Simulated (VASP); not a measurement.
GaO, 4 atoms in the cell. It takes space group P6_3/mmc (No. 194, hexagonal). Conventional cell: a = 2.881 Å, b = 2.881 Å, c = 7.653 Å, α = 90.00°, β = 90.00°, γ = 120.00°. Ga (site symmetry -6m2) has 3 O at 1.66 Å within 2.2 Å. Within 2.2 Å of O (site symmetry -6m2) lie 3 Ga at 1.66 Å. 

| Quantity | Value |
| --- | --- |
| Program | VASP 6.6.1 |
| Task | single point |
| Functional | PBE |
| Potentials or basis | VASP PAW PBE potentials, release 64 (Ga_d, O) |
| Cutoff | 520 eV |
| k mesh | 6 × 6 × 2 |
| Occupations | gaussian, width 0.1 eV |
| Spin | collinear spin, ferromagnetic start |
| Starting moments | [0.0, 0.0, 1.0, 1.0] μB |
| Dipole correction | no |
| Further INCAR settings | ALGO = Normal; EDIFF = 1e-06; NBANDS = 31 |

Potentials or basis: VASP PAW PBE potentials, release 64 (Ga_d, O).

The run is started by

```console
$ cat potpaw_PBE.64/Ga_d/POTCAR potpaw_PBE.64/O/POTCAR > POTCAR
$ mpirun -np 1 vasp_std > vasp.out
```

Hardware: 1 thread of Intel(R) Xeon(R) Platinum 8488C (Sapphire Rapids) (shared host).

Estimate the wall time of this run.

It took 35 s on 1 thread of Intel(R) Xeon(R) Platinum 8488C (Sapphire Rapids), with other jobs on the host, peak memory 0.21 GiB. Counts: scf iterations 16, k points 14.
